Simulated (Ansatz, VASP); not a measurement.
## CsHf3Cd: VASP beside Ansatz

```xyz
5
Lattice="5.1628 0.0000 0.0000 0.0000 5.1628 0.0000 0.0000 0.0000 5.1628" Properties=species:S:1:pos:R:3 pbc="T T T"
Cs    0.0000    0.0000    0.0000
Hf    2.5814    2.5814    0.0000
Hf    2.5814    0.0000    2.5814
Hf    0.0000    2.5814    2.5814
Cd    2.5814    2.5814    2.5814
```

Change from the starting cell: species swapped into the Ti3AlC type (Pm-3m, No. 221).

Alike in both runs: task single point; functional PBE; k mesh 4 × 4 × 4; occupations gaussian, width 0.1 eV; no spin polarisation.

```csv
,VASP,Ansatz
version,VASP 6.6.1,Ansatz 0.2.0
potentials or method,"VASP PAW PBE potentials, release 64 (Cs_sv, Hf_pv, Cd), cutoff 520 eV","scalar-relativistic, plane waves, PAW"
valence electrons in the cell,51,107
```

Ansatz gave:

| Quantity | Value |
| --- | --- |
| gap on the k mesh at the Fermi level (eV) | none |
| pressure (GPa) | 9.5 |

Task: Estimate VASP's values.

Result: gap on the k mesh at the Fermi level (eV): none; pressure (GPa): 9.4.

A gap of «none» marks a metal or a gap that the smearing closes. The functional is the same, so the differences come from potentials, cutoffs and numerics. VASP's potentials hold 51 valence electrons a cell and Ansatz's 107, so a difference there can come from the potentials and not from the codes.

Spin-orbit coupling is off throughout.
